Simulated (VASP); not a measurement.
Wanted: the native input for a VASP 6.6.1 run.

```yaml
Task: single point
Functional: PBEsol
Potentials_or_basis: VASP PAW PBE potentials, release 64 (Na_pv, Cl)
Cutoff: 520 eV
k_mesh: 8 × 8 × 8
Occupations: gaussian, width 0.05 eV
Spin: no spin polarisation
Dipole_correction: no
Further_INCAR_settings: ALGO = Normal; EDIFF = 1e-06; NBANDS = 14
```

The structure of NaCl lies in POSCAR:

```
NaCl
1.0
    0.0000000000      2.6547656250      2.8317500000
    3.0087343750      0.0000000000      2.8317500000
    3.0087343750      2.6547656250      0.0000000000
Na Cl
1 1
Direct
    0.0000000000      0.0000000000      0.0000000000
    0.5000000000      0.5000000000      0.5000000000
```

This cell differs from its parent crystal: strain +0.0625 x Voigt [1, -1, 0, 0, 0, 0].

The input as run:

INCAR

```
SYSTEM = NaCl
PREC = Accurate
ENCUT = 520
EDIFF = 1E-6
ISMEAR = 0
SIGMA = 0.05
LREAL = .False.
LASPH = .True.
NELM = 80
ALGO = Normal
ISIF = 2
LWAVE = .False.
LCHARG = .False.
GGA = PS
NBANDS = 14
```

KPOINTS

```
Automatic mesh
0
Gamma
  8 8 8
  0 0 0
```

Potentials or basis: VASP PAW PBE potentials, release 64 (Na_pv, Cl).

Run with:

```sh
$ cat potpaw_PBE.64/Na_pv/POTCAR potpaw_PBE.64/Cl/POTCAR > POTCAR
$ mpirun -np 1 vasp_std > vasp.out
```

It gave:

* Pressure: 0.1 GPa
* Band gap on the k mesh: 4.88 eV, direct

Caveat: the cell differs from its parent crystal (strain +0.0625 x Voigt [1, -1, 0, 0, 0, 0]); the PAW data sets were made with another functional, which shifts forces and pressure a little.

Run time: 42 s on 1 thread of Intel(R) Xeon(R) Platinum 8259CL CPU @ 2.50GHz (Skylake/Cascade Lake) (shared host), peak memory 0.19 GiB.
